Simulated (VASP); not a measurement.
# Au (Fm-3m) in VASP: a series of runs

Au is run at these levels: PBEsol; tasks: single point.

All numbers are computed with VASP 6.6.1; they aren't measurements. Logs are shortened: lines on timing, memory, paths and dates and some standing lists are left out, and cuts for length are marked.

## (1) The cell of the first run

It takes space group Fm-3m (No. 225, cubic). Conventional cell: a = 3.791 Å, b = 3.791 Å, c = 3.791 Å, α = 90.00°, β = 90.00°, γ = 90.00°. Within 3.5 Å of Au (site symmetry m-3m) lie 12 Au at 2.68 Å.

## (2) Single point, PBEsol (volume scaled by 0.8)

INCAR

```
  PREC = Accurate
  ENCUT = 520
  EDIFF = 1E-7
  ISMEAR = -1
  SIGMA = 0.05
  LREAL = F
  LASPH = T
  NELM = 80
  ALGO = Normal
  ISIF = 2
  LWAVE = F
  LCHARG = F
  GGA = PS
  NBANDS = 12
```

KPOINTS

```
regular mesh
0
Gamma
  16 16 16
```

POSCAR

```
Au
1.0
    0.0000000000      1.8952868643      1.8952868643
    1.8952868643      0.0000000000      1.8952868643
    1.8952868643      1.8952868643      0.0000000000
Au
1
Direct
    0.0000000000      0.0000000000      0.0000000000
```

Potentials or basis: VASP PAW PBE potentials, release 64 (Au).

Started as:

```sh
$ cat potpaw_PBE.64/Au/POTCAR > POTCAR
$ mpirun -np 1 vasp_std > vasp.out
```

OUTCAR:

```text
PREC = Accurate
   ENCUT = 520
   EDIFF = 1E-7
   ISMEAR = -1
   LREAL = F
   LASPH = T
   NELM = 80
   ISIF = 2
   GGA = PS

 ion  position               nearest neighbor table
   1  0.000  0.000  0.000-

  LATTYP: Found a face centered cubic cell.
 ALAT       =     3.7905737286

  Lattice vectors:

 A1 = (   0.0000000000,   1.8952868643,   1.8952868643)
 A2 = (   1.8952868643,   0.0000000000,   1.8952868643)
 A3 = (   1.8952868643,   1.8952868643,   0.0000000000)

Analysis of symmetry for initial positions (statically):
=====================================================================
 Subroutine PRICEL returns:
 Original cell was already a primitive cell.

 Routine SETGRP: Setting up the symmetry group for a
 face centered cubic supercell.

 Subroutine GETGRP returns: Found 48 space group operations
 (whereof 48 operations were pure point group operations)
 out of a pool of 48 trial point group operations.

The static configuration has the point symmetry O_h .

Analysis of symmetry for dynamics (positions and initial velocities):
=====================================================================
 Subroutine PRICEL returns:
 Original cell was already a primitive cell.

 Routine SETGRP: Setting up the symmetry group for a
 face centered cubic supercell.

 Subroutine GETGRP returns: Found 48 space group operations
 (whereof 48 operations were pure point group operations)
 out of a pool of 48 trial point group operations.

The dynamic configuration has the point symmetry O_h .

 Subroutine INISYM returns: Found 48 space group operations
 (whereof 48 operations are pure point group operations),
 and found     1 'primitive' translations

----------------------------------------------------------------------------------------

                                     Primitive cell

  volume of cell :      13.6162

  direct lattice vectors                    reciprocal lattice vectors
     0.000000000  1.895286864  1.895286864    -0.263812307  0.263812307  0.263812307
     1.895286864  0.000000000  1.895286864     0.263812307 -0.263812307  0.263812307
     1.895286864  1.895286864  0.000000000     0.263812307  0.263812307 -0.263812307

  length of vectors
     2.680340388  2.680340388  2.680340388     0.456936319  0.456936319  0.456936319

  position of ions in fractional coordinates (direct lattice)
     0.000000000  0.000000000  0.000000000

  ion indices of the primitive-cell ions
[... 74 lines left out ...]
   EDIFF  = 0.1E-06   stopping-criterion for ELM
   LREAL  =      F    real-space projection
   EDIFFG = 0.1E-05   stopping-criterion for IOM
   NSW    =      0    number of steps for IOM
   IBRION =     -1    ionic relax: 0-MD 1-quasi-New 2-CG
   NFREE  =      0    steps in history (QN), initial steepest desc. (CG)
   ISIF   =      2    stress and relaxation
   ISYM   =      2    0-nonsym 1-usesym 2-fastsym
   POTIM  = 0.5000    time-step for ionic-motion
   TEBEG  =    0.0;   TEEND  =   0.0 temperature during run
   PSTRESS=    0.0 pullay stress
   NELECT =      11.0000    total number of electrons
   NUPDOWN=      -1.0000    fix difference up-down
   EMIN   =  10.00;   EMAX   =-10.00  energy-range for DOS
   EFERMI =   0.00;   METHOD = LEGACY
   ISMEAR =    -1;   SIGMA  =   0.05  broadening in eV -4-tet -1-fermi 0-gaus
   EFERMI_NEDOS =   21; number of points for ismear=-14 and -15
   IALGO  =     38    algorithm
   IMIX   =      4    mixing-type and parameters
     AMIX     =   0.40;   BMIX     =  1.00
     AMIX_MAG =   1.60;   BMIX_MAG =  1.00
  volume/ion in A,a.u.               =      13.62        91.89
  Fermi-wavevector in a.u.,A,eV,Ry     =   1.524711  2.881285 31.630044  2.324743
  Thomas-Fermi vector in A             =   2.632980
   LORBIT       =      0    0 simple, 1 ext, 2 COOP (PROOUT), +10 PAW based schemes
   GGA     = PS    functional components
   LHFCALC =     F    Hartree Fock is set to
   AEXX    =    0.0000 exact exchange contribution
   IVDW    =     0    specifies the selected vdW correction
   LEPSILON=     F    determine dielectric tensor
   LRPA    =     F    only Hartree local field effects (RPA)
 non-spin polarized calculation
  energy-cutoff  :      520.00
  volume of cell :       13.62
 maximum number of plane-waves:       380
   NGX =  9   NGY =  9   NGZ =  9

 number of electron      11.0000002 magnetization

 Free energy of the ion-electron system (eV)
  ---------------------------------------------------
  ext. energy  EPLUGINS =         0.00000000
  ---------------------------------------------------
  free energy    TOTEN  =        -3.31497471 eV

  energy without entropy =       -3.31157116  energy(sigma->0) =       -3.31327293

 E-fermi :  13.7141     XC(G=0): -14.2467

 val. band max:       13.6801811941   @ k =   0.5000   0.1875   0.0625
 cond. band min:      13.7591101178   @ k =   0.5000   0.1250   0.0000
 fundamental gap:      0.0789289237
 Fermi energy:        13.7141398429

 k-point     1 :       0.0000    0.0000    0.0000
  band No.  band energies     occupation
      1       0.9628      2.00000
      2       7.4239      2.00000
      3       7.4239      2.00000
      4       7.4239      2.00000
      5       9.6822      2.00000
      6       9.6822      2.00000
      7      27.4302      0.00000
      8      32.7487      0.00000
      9      32.7487      0.00000
     10      32.7487      0.00000
     11      38.4160      0.00000
     12      46.2322      0.00000
[... 331 lines left out ...]
 k-point    24 :      -0.0625    0.0625    0.0000
  band No.  band energies     occupation
      1       1.4075      2.00000
      2       7.2171      2.00000
      3       7.5823      2.00000
      4       7.6318      2.00000
      5       9.4802      2.00000
      6       9.7117      2.00000
      7      28.0997      0.00000
      8      31.0309      0.00000
      9      32.8322      0.00000
     10      33.7076      0.00000
     11      40.3130      0.00000
     12      42.6429      0.00000

 [... further k-points ...]
[... 5 lines left out ...]
  --------------------------------------------------------------------------------------
  -------------------------------------------------------------------------------------
  Total        6.2314154      6.2314154      6.2314154      0.0000000      0.0000000      0.0000000
  in kB      733.2337297    733.2337297    733.2337297      0.0000000      0.0000000      0.0000000
  external PRESSURE =     733.2337297 kB  Pullay stress =       0.0000000 kB

 VOLUME and BASIS-vectors are now :
 -----------------------------------------------------------------------------
  energy-cutoff  :      520.00
  volume of cell :       13.62
      direct lattice vectors                 reciprocal lattice vectors
     0.000000000  1.895286864  1.895286864    -0.263812307  0.263812307  0.263812307
     1.895286864  0.000000000  1.895286864     0.263812307 -0.263812307  0.263812307
     1.895286864  1.895286864  0.000000000     0.263812307  0.263812307 -0.263812307

 POSITION                                       TOTAL-FORCE (eV/Angst)
 -----------------------------------------------------------------------------------
      0.00000      0.00000      0.00000         0.000000     -0.000000     -0.000000
 -----------------------------------------------------------------------------------
    total drift:                               -0.000000     -0.000000     -0.000000

  FREE ENERGIE OF THE ION-ELECTRON SYSTEM (eV)
  ---------------------------------------------------
  free  energy   TOTEN  =        -3.3149747098 eV

  energy  without entropy=       -3.3115711560  energy(sigma->0) =       -3.31327293
```

OSZICAR:

```text
N       E                     dE             d eps       ncg     rms          rms(c)
DAV:   1     0.516332762428E+02    0.51633E+02   -0.57178E+03  3568   0.841E+02
DAV:   2    -0.287780355090E+01   -0.54511E+02   -0.52137E+02  4204   0.202E+02
DAV:   3    -0.362281663205E+01   -0.74501E+00   -0.74436E+00  4196   0.219E+01
DAV:   4    -0.362501007459E+01   -0.21934E-02   -0.21934E-02  4256   0.138E+00
DAV:   5    -0.362502250731E+01   -0.12433E-04   -0.12432E-04  4280   0.962E-02    0.194E+01
DAV:   6    -0.336363124839E+01    0.26139E+00   -0.47715E-01  3924   0.600E+00    0.114E+01
DAV:   7    -0.331950167220E+01    0.44130E-01   -0.14087E-01  3992   0.320E+00    0.291E+00
DAV:   8    -0.331497874891E+01    0.45229E-02   -0.10790E-02  3848   0.980E-01    0.334E-01
DAV:   9    -0.331497159796E+01    0.71510E-05   -0.38731E-05  4236   0.601E-02    0.116E-02
DAV:  10    -0.331497457248E+01   -0.29745E-05   -0.15829E-06  4296   0.846E-03    0.553E-03
DAV:  11    -0.331497470520E+01   -0.13272E-06   -0.64174E-08  3376   0.232E-03    0.702E-04
DAV:  12    -0.331497470984E+01   -0.46400E-08   -0.26951E-09  2268   0.460E-04
   1 F= -.33149747E+01 E0= -.33132729E+01  d E =-.340355E-02
```

stdout:

```text
POSCAR found type information on POSCAR Au
 POSCAR found :  1 types and       1 ions
 scaLAPACK will be used
 -----------------------------------------------------------------------------
|                                                                             |
|                                                                             |
|     You enforced a specific xc type in the INCAR file but a different       |
|     I HOPE YOU KNOW WHAT YOU ARE DOING!                                     |
|                                                                             |
 -----------------------------------------------------------------------------

 LDA part: xc-table for (Slater+PW92), standard interpolation
 POSCAR, INCAR and KPOINTS ok, starting setup
 FFT: planning ... GRIDC
 FFT: planning ... GRID_SOFT
 FFT: planning ... GRID
 WAVECAR not read
 entering main loop
```

Run time: 11 s. Hardware: 1 thread of AMD EPYC 9R45 (Zen 5), shared host; peak memory 0.11 GiB.

What came out:

```
Free energy : -3.3150 eV
Pressure    : 73.3 GPa
```

Levels at points of the mesh, in eV from the Fermi level:
```tsv
k point	band 2	band 3	band 4	band 5	band 6	band 7	band 8	band 9	band 10	band 11
(0.00, 0.00, 0.00)	-6.29	-6.29	-6.29	-4.03	-4.03	13.72	19.03	19.03	19.03	24.70
(0.50, 0.00, 0.00)	-6.37	-6.37	-2.33	-2.25	-2.25	4.31	13.22	18.48	18.48	28.44
(0.50, 0.50, 0.00)	-9.27	-2.30	-1.77	-1.77	0.12	7.69	10.37	10.37	19.61	23.10
```

Caveat: the cell differs from its parent crystal (volume scaled by 0.8); the PAW data sets were made with another functional, which shifts forces and pressure a little; spin-orbit coupling is left out, which moves the levels of the heavy elements.

## (3) Single point, PBEsol (volume scaled by 0.9)

INCAR

```
  PREC = Accurate
  ENCUT = 520
  EDIFF = 1E-6
  ISMEAR = -1
  SIGMA = 0.05
  LREAL = F
  LASPH = T
  NELM = 60
  ALGO = Normal
  ISIF = 2
  LWAVE = F
  LCHARG = T
  GGA = PS
  LELF = T
  LVHAR = T
  NBANDS = 12
```

KPOINTS is that of step 2.

POSCAR

```
Au
1.0
    0.0000000000      1.9711777732      1.9711777732
    1.9711777732      0.0000000000      1.9711777732
    1.9711777732      1.9711777732      0.0000000000
Au
1
Direct
    0.0000000000      0.0000000000      0.0000000000
```

Potentials or basis: VASP PAW PBE potentials, release 64 (Au).

Started as:

```sh
$ cat potpaw_PBE.64/Au/POTCAR > POTCAR
$ mpirun -np 1 vasp_std > vasp.out
```

It took 16 s on 1 thread of AMD EPYC 9R45 (Zen 5), shared host; peak memory 0.13 GiB.

Results (log left out):

| Item | Value |
| --- | --- |
| Free energy | -3.8087 eV |
| Pressure | 24.7 GPa |

Levels at points of the mesh, in eV from the Fermi level:
| k point | band 2 | band 3 | band 4 | band 5 | band 6 | band 7 | band 8 | band 9 | band 10 | band 11 |
| --- | --- | --- | --- | --- | --- | --- | --- | --- | --- | --- |
| (0.00, 0.00, 0.00) | -5.35 | -5.35 | -5.35 | -3.51 | -3.51 | 14.24 | 18.86 | 18.86 | 18.86 | 24.08 |
| (0.50, 0.00, 0.00) | -5.40 | -5.40 | -2.06 | -2.06 | -1.60 | 3.63 | 13.71 | 17.82 | 17.82 | 26.53 |
| (0.50, 0.50, 0.00) | -7.82 | -2.10 | -1.67 | -1.67 | 0.60 | 6.63 | 10.20 | 10.20 | 18.32 | 21.30 |

Caveat: the cell differs from its parent crystal (volume scaled by 0.9); the PAW data sets were made with another functional, which shifts forces and pressure a little; spin-orbit coupling is left out, which moves the levels of the heavy elements.

## (4) Single point, PBEsol

This run uses another cell than the first one, of 17.02 Å³/atom, 1.250 times its volume.

INCAR

```
PREC     = Accurate       # precision mode
ENCUT    = 520            # plane-wave cutoff, eV
EDIFF    = 1E-7           # SCF threshold, eV
ISMEAR   = -1             # smearing method
SIGMA    = 0.05           # smearing width, eV
LREAL    = F              # projectors in reciprocal space
LASPH    = T              # aspherical terms in the spheres
NELM     = 80             # most SCF steps
ALGO     = Normal         # electronic algorithm
ISIF     = 2              # what is computed and relaxed
LWAVE    = F              # write WAVECAR
LCHARG   = F              # write CHGCAR
GGA      = PS             # functional
NBANDS   = 12             # bands
```

KPOINTS is that of step 3.

POSCAR

```
Au
1.0
    0.0000000000      2.0416358840      2.0416358840
    2.0416358840      0.0000000000      2.0416358840
    2.0416358840      2.0416358840      0.0000000000
Au
1
Direct
    0.0000000000      0.0000000000      0.0000000000
```

Started as:

```sh
$ cat potpaw_PBE.64/Au/POTCAR > POTCAR
$ mpirun -np 1 vasp_std > vasp.out
```

Run time: 16 s. Hardware: 1 thread of AMD EPYC 9R45 (Zen 5), shared host; peak memory 0.13 GiB.

The run converged. Its results:

```
Free energy : -3.9249 eV
Pressure    : -0.3 GPa
```

Levels at points of the mesh, in eV from the Fermi level:
```csv
k point,band 4,band 5,band 6,band 7,band 8,band 9
"(0.00, 0.00, 0.00)",-4.65,-3.11,-3.11,14.54,18.54,18.54
"(0.50, 0.00, 0.00)",-1.91,-1.91,-0.99,3.10,13.98,17.14
"(0.50, 0.50, 0.00)",-1.59,-1.59,0.99,5.79,9.99,9.99
```

Caveat: the PAW data sets were made with another functional, which shifts forces and pressure a little; spin-orbit coupling is left out, which moves the levels of the heavy elements.

## (5) Single point, PBEsol

This run uses another cell than the first one, of 8.51 Å³/atom, 0.625 times its volume.

INCAR

```
ALGO = Normal
EDIFF = 1E-6
ENCUT = 500
GGA = PS
GGA_COMPAT = False
ISIF = 2
ISMEAR = 1
LASPH = True
LCHARG = False
LREAL = False
LWAVE = False
NBANDS = 12
NELM = 120
PREC = Accurate
SIGMA = 0.1
```

KPOINTS

```
k-points
0
Gamma
  20 20 20
```

POSCAR

```
Au
1.0
    0.0000000000      1.6204474750      1.6204474750
    1.6204474750      0.0000000000      1.6204474750
    1.6204474750      1.6204474750      0.0000000000
Au
1
Direct
    0.0000000000      0.0000000000      0.0000000000
```

Started as:

```sh
$ cat potpaw_PBE.64/Au/POTCAR > POTCAR
$ mpirun -np 1 vasp_std > vasp.out
```

Run time: 32 s. Hardware: 1 thread of AMD EPYC 7R43 (Zen 3), shared host; peak memory 0.11 GiB.

The run converged, but its numbers aren't listed here, since they failed a check.

Caveat: the PAW data sets were made with another functional, which shifts forces and pressure a little; spin-orbit coupling is left out, which moves the levels of the heavy elements.

## (6) Overview

```csv
cell,gap on the mesh (eV),pressure (GPa)
"a = 2.680 Å, angles 60.0°, 1 atom",none,73.3
"a = 2.788 Å, angles 60.0°, 1 atom",none,24.7
"a = 2.887 Å, angles 60.0°, 1 atom",none,-0.3
```

Alike in all rows: task single point; level PBEsol; potentials or basis VASP PAW PBE potentials, release 64 (Au); no spin polarisation; k mesh 16 × 16 × 16; cutoff (eV) 520; smearing fermi-dirac 0.05 eV.

Caveats: the PAW data sets were made with another functional, which shifts forces and pressure a little; spin-orbit coupling is left out, which moves the levels of the heavy elements.

Absolute energies hang on the potentials; compare differences alone.
